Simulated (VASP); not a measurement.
Set up this calculation in VASP 6.6.1, as the native input.

```yaml
Task: single point
Functional: HSE06
Potentials_or_basis: VASP PAW PBE potentials, release 64 (O, Mg)
Cutoff: 520 eV
k_mesh: 1 × 1 × 1
Occupations: fermi-dirac, width 0.05 eV
Spin: no spin polarisation
Dipole_correction: no
Grid_for_exact_exchange_PRECFOCK: Fast
Further_INCAR_settings: LREAL = Auto; ALGO = Normal; EDIFF = 1e-06; NBANDS = 164
Screening_parameter: 0.2079 1/Å
```

The system is Mg33O31 (a cell with a defect).

```
O Mg
1.0
     8.42881    0.00000    0.00000
     0.00000    8.42881    0.00000
     0.00000    0.00000    8.42881
O Mg
31 33
Direct
  0.24925 0.99568 0.00149
  0.24946 0.01274 0.50409
  0.24770 0.49801 0.98758
  0.74883 0.99910 0.00218
  0.74940 0.99967 0.50291
  0.74543 0.49953 0.00151
  0.76243 0.49977 0.50407
  0.99867 0.24896 0.99971
  0.99432 0.24462 0.50142
  0.99827 0.74916 0.00267
  0.99998 0.75444 0.50387
  0.49890 0.24849 0.00269
  0.50415 0.25027 0.50383
  0.49955 0.74987 0.00517
  0.50307 0.75345 0.49890
  0.99620 0.99494 0.25210
  0.99885 0.00074 0.75207
  0.97639 0.49757 0.23313
  0.99983 0.50043 0.74895
  0.50074 0.00048 0.25284
  0.50022 0.00068 0.75286
  0.50360 0.50303 0.26096
  0.51417 0.49746 0.76574
  0.24727 0.22679 0.23317
  0.25015 0.25008 0.74899
  0.25281 0.75385 0.26118
  0.24719 0.76436 0.76553
  0.74465 0.24647 0.25210
  0.75046 0.24916 0.75205
  0.75018 0.75103 0.25283
  0.75040 0.75050 0.75287
  0.31997 0.56998 0.40120
  0.99848 0.99765 0.00162
  0.99472 0.00328 0.50245
  0.98728 0.50122 0.98954
  0.00416 0.49651 0.49439
  0.49969 0.99910 0.00307
  0.50224 0.00300 0.50254
  0.49876 0.49958 0.00560
  0.53838 0.48696 0.53449
  0.25096 0.23759 0.98959
  0.24623 0.25447 0.49447
  0.24931 0.74905 0.00552
  0.23681 0.78860 0.53407
  0.74739 0.24876 0.00164
  0.75302 0.24498 0.50244
  0.74883 0.74995 0.00308
  0.75269 0.75250 0.50252
  0.24916 0.99521 0.25051
  0.24965 0.00732 0.75819
  0.19631 0.44678 0.20132
  0.25545 0.50568 0.74526
  0.74767 0.99795 0.25176
  0.74967 0.99993 0.75323
  0.74486 0.49942 0.25056
  0.75713 0.49993 0.75826
  0.98706 0.23731 0.25175
  0.99955 0.24983 0.74967
  0.99918 0.74632 0.25240
  0.99792 0.75127 0.75552
  0.49604 0.24948 0.25237
  0.50101 0.24813 0.75561
  0.50807 0.75834 0.24944
  0.49916 0.74947 0.75364
```

The input as run:

POSCAR

```
Mg33O31
1.0
    8.4288080000      0.0000000000      0.0000000000
    0.0000000000      8.4288080000      0.0000000000
    0.0000000000      0.0000000000      8.4288080000
O Mg
31 33
Direct
    0.2492490000      0.9956840000      0.0014870000
    0.2494580000      0.0127380000      0.5040940000
    0.2476960000      0.4980100000      0.9875770000
    0.7488330000      0.9991010000      0.0021810000
    0.7493980000      0.9996720000      0.5029100000
    0.7454330000      0.4995300000      0.0015100000
    0.7624290000      0.4997690000      0.5040710000
    0.9986680000      0.2489610000      0.9997080000
    0.9943200000      0.2446240000      0.5014230000
    0.9982730000      0.7491570000      0.0026750000
    0.9999840000      0.7544380000      0.5038650000
    0.4989000000      0.2484920000      0.0026910000
    0.5041530000      0.2502660000      0.5038260000
    0.4995460000      0.7498710000      0.0051710000
    0.5030730000      0.7534510000      0.4989050000
    0.9962030000      0.9949400000      0.2520980000
    0.9988530000      0.0007430000      0.7520710000
    0.9763930000      0.4975660000      0.2331310000
    0.9998320000      0.5004300000      0.7489530000
    0.5007380000      0.0004760000      0.2528370000
    0.5002220000      0.0006800000      0.7528620000
    0.5035950000      0.5030310000      0.2609610000
    0.5141690000      0.4974620000      0.7657420000
    0.2472660000      0.2267940000      0.2331690000
    0.2501490000      0.2500780000      0.7489880000
    0.2528120000      0.7538510000      0.2611810000
    0.2471950000      0.7643580000      0.7655300000
    0.7446510000      0.2464700000      0.2521020000
    0.7504580000      0.2491630000      0.7520490000
    0.7501790000      0.7510320000      0.2528350000
    0.7504040000      0.7504980000      0.7528720000
    0.3199680000      0.5699800000      0.4012040000
    0.9984790000      0.9976550000      0.0016240000
    0.9947150000      0.0032780000      0.5024500000
    0.9872820000      0.5012170000      0.9895410000
    0.0041580000      0.4965140000      0.4943950000
    0.4996900000      0.9990960000      0.0030720000
    0.5022410000      0.0029980000      0.5025360000
    0.4987590000      0.4995820000      0.0056030000
    0.5383840000      0.4869650000      0.5344930000
    0.2509570000      0.2375880000      0.9895860000
    0.2462300000      0.2544710000      0.4944660000
    0.2493080000      0.7490490000      0.0055220000
    0.2368060000      0.7886000000      0.5340700000
    0.7473900000      0.2487550000      0.0016370000
    0.7530200000      0.2449770000      0.5024370000
    0.7488310000      0.7499460000      0.0030750000
    0.7526870000      0.7525020000      0.5025180000
    0.2491580000      0.9952090000      0.2505150000
    0.2496460000      0.0073250000      0.7581910000
    0.1963070000      0.4467760000      0.2013170000
    0.2554500000      0.5056830000      0.7452570000
    0.7476720000      0.9979500000      0.2517640000
    0.7496660000      0.9999280000      0.7532340000
    0.7448590000      0.4994200000      0.2505560000
    0.7571290000      0.4999310000      0.7582580000
    0.9870590000      0.2373120000      0.2517480000
    0.9995490000      0.2498270000      0.7496740000
    0.9991830000      0.7463210000      0.2523990000
    0.9979170000      0.7512740000      0.7555170000
    0.4960370000      0.2494790000      0.2523680000
    0.5010070000      0.2481310000      0.7556090000
    0.5080670000      0.7583390000      0.2494410000
    0.4991570000      0.7494700000      0.7536420000
```

INCAR.step1

```
SYSTEM = Mg33O31
ALGO = Normal ; EDIFF = 1E-5
ENCUT = 520 ; GGA = PE
ISIF = 2 ; ISMEAR = -1
LASPH = .TRUE. ; LCHARG = .FALSE.
LREAL = Auto ; LWAVE = .TRUE.
NBANDS = 164 ; NELM = 80
PREC = Accurate ; SIGMA = 0.05
```

INCAR.step2

```
SYSTEM = Mg33O31
ALGO = Normal ; EDIFF = 1E-6
ENCUT = 520 ; GGA = PE
HFSCREEN = 0.2079 ; ISIF = 2
ISMEAR = -1 ; ISTART = 1
LASPH = .TRUE. ; LCHARG = .FALSE.
LHFCALC = .TRUE. ; LREAL = Auto
LWAVE = .FALSE. ; NBANDS = 164
NELM = 80 ; PREC = Accurate
PRECFOCK = Fast ; SIGMA = 0.05
```

KPOINTS

```
k-points
0
G
  1 1 1
  0 0 0
```

Potentials or basis: VASP PAW PBE potentials, release 64 (O, Mg).

Launch:

```sh
$ cat potpaw_PBE.64/O/POTCAR potpaw_PBE.64/Mg/POTCAR > POTCAR
$ cp INCAR.step1 INCAR
$ mpirun -np 1 vasp_gam > vasp.out
$ cp INCAR.step2 INCAR
$ mpirun -np 1 vasp_gam > vasp.out
```

Results of the run:

```
Pressure               : 6.2 GPa
Largest force          : 0.446 eV/Å
Band gap on the k mesh : 0.67 eV
```

Caveat: the k points lie up to 0.75 Å⁻¹ apart; the PAW data sets were made with another functional, which shifts forces and pressure a little.

Run time: 14 min on 1 thread of AMD EPYC 7R13 Processor (Zen 3) (shared host), peak memory 0.83 GiB.
